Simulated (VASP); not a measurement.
Here is a VASP 6.6.1 calculation.

Contents of INCAR:

```
SYSTEM = MnSi
  PREC = Accurate
  ENCUT = 520
  EDIFF = 1E-7
  ISMEAR = -1
  SIGMA = 0.05
  LREAL = .False.
  LASPH = .True.
  NELM = 150
  ALGO = Normal
  ISIF = 2
  LWAVE = .False.
  LCHARG = .False.
  ISPIN = 2
  MAGMOM = 4 0
  LORBIT = 11
  LMAXMIX = 4
  GGA = PE
  NBANDS = 20
```

The input KPOINTS:

```
regular mesh
0
Gamma
  9 9 9
  0 0 0
```

The input POSCAR:

```
MnSi
1.0
    2.9874314600      0.0000000000      0.0000000000
    0.0000000000      2.9874314600      0.0000000000
    0.0000000000      0.0000000000      2.9874314600
Mn Si
1 1
Direct
    0.5000000000      0.5000000000      0.5000000000
    0.0000000000      0.0000000000      0.0000000000
```

Potentials or basis: VASP PAW PBE potentials, release 64 (Mn_pv, Si).

The run is started by

```sh
$ cat potpaw_PBE.64/Mn_pv/POTCAR potpaw_PBE.64/Si/POTCAR > POTCAR
$ mpirun -np 1 vasp_std > vasp.out
```

(1) Estimate the pressure.

(2) What does it give for the site moments?

(3) Predict the net moment.

Answers

(1) -26.1 GPa.

(2) Mn +0.96; Si -0.07 μB.

(3) 0.87 μB per cell.

Caveat: the cell stands under tension.
